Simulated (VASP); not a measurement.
**AlPt: single point with PBEsol**

Crystal: AlPt.

```
CELL_PARAMETERS angstrom
3.09155 0.00000 0.00000
0.00000 3.09155 0.00000
0.00000 0.00000 3.09155
ATOMIC_POSITIONS crystal
Al 0.00000 0.00000 0.00000
Pt 0.50000 0.50000 0.50000
```

```
Program                : VASP 6.6.1
Task                   : single point
Functional             : PBEsol
Potentials or basis    : VASP PAW PBE potentials, release 64 (Al, Pt)
Cutoff                 : 520 eV
k mesh                 : 9 × 9 × 9
Occupations            : methfessel-paxton, width 0.1 eV
Spin                   : no spin polarisation
Dipole correction      : no
Further INCAR settings : ALGO = Normal; EDIFF = 1e-06; NBANDS = 14
```

| Quantity | Value |
| --- | --- |
| Pressure | -5.9 GPa |

Levels at points of the mesh, in eV from the Fermi level:
| k point | band 4 | band 5 | band 6 | band 7 | band 8 | band 9 |
| --- | --- | --- | --- | --- | --- | --- |
| (0.00, 0.00, 0.00) | -2.55 | -2.55 | -2.55 | 3.93 | 3.93 | 3.93 |

It took 5.3 s on 1 thread of Intel Xeon 6975P-C, with other jobs on the host, peak memory 0.14 GiB.

Caveat: the PAW data sets were made with another functional, which shifts forces and pressure a little; spin-orbit coupling is left out, which moves the levels of the heavy elements.
